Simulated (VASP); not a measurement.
Runs of VASP 6.6.1 on Li4Mg5Cl14. The cells are those of the table. 

| cell | k mesh | smearing | gap on the mesh (eV) | largest force (eV/Å) |
| --- | --- | --- | --- | --- |
| a = 8.308, b = 8.470, c = 8.232 Å, angles 85.8, 90.4, 91.6°, 23 atoms | 1 × 1 × 1 | fermi-dirac 0.1379 eV | 1.88 | 2.75 |
| a = 8.308, b = 8.470, c = 8.232 Å, angles 85.8, 90.4, 91.6°, 23 atoms | 1 × 1 × 1 | fermi-dirac 0.0991 eV | 2.90 | 1.69 |
| a = 7.003, b = 9.580, c = 9.538 Å, angles 74.3, 97.4, 96.5°, 23 atoms | 1 × 1 × 1, shifted | gaussian 0.1 eV | 5.47 | 0.05 |
| a = 8.308, b = 8.470, c = 8.232 Å, angles 85.8, 90.4, 91.6°, 23 atoms | 1 × 1 × 1 | fermi-dirac 0.05 eV | (b) | (a) |
| a = 8.308, b = 8.470, c = 8.232 Å, angles 85.8, 90.4, 91.6°, 23 atoms | 1 × 1 × 1 | fermi-dirac 0.0552 eV | 3.70 | (c) |

Alike in all rows: task single point; level PBE; potentials or basis VASP PAW PBE potentials, release 64 (Mg, Cl, Li_sv); no spin polarisation; cutoff (eV) 520.

Task: Estimate the missing entries.

Result: (a) 1.39; (b) 3.72; (c) 1.23.

Caveats: all runs use coarse meshes.

A k mesh can miss the band edges.
